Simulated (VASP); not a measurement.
Input of a VASP 6.6.1 run:

Contents of INCAR:

```
SYSTEM = KBr
PREC = Accurate
ENCUT = 520
EDIFF = 1E-7
ISMEAR = 0
SIGMA = 0.05
LREAL = .FALSE.
LASPH = .TRUE.
NELM = 150
ALGO = Normal
ISIF = 2
LWAVE = .FALSE.
LCHARG = .FALSE.
ISPIN = 2
MAGMOM = 0.5 0.5
LORBIT = 11
GGA = PE
NBANDS = 19
```

The input KPOINTS:

```
regular mesh
0
G
  1 1 12
  0 0 0
```

File POSCAR:

```
KBr
1.0
   10.4000000000      0.0000000000      0.0000000000
    0.0000000000      9.3000000000      0.0000000000
    0.0000000000      0.0000000000      6.0458280153
K Br
1 1
Direct
    0.4999347644      0.5000000000      0.0000000000
    0.5000652356      0.5000000000      0.5000000000
```

Potentials or basis: VASP PAW PBE potentials, release 64 (K_sv, Br).

Launch:

```console
$ cat potpaw_PBE.64/K_sv/POTCAR potpaw_PBE.64/Br/POTCAR > POTCAR
$ mpirun -np 1 vasp_std > vasp.out
```

Q: Estimate the net moment.

A: 0.00 μB per cell.

Q: Predict the band gap on the k mesh.

A: 4.17 eV.
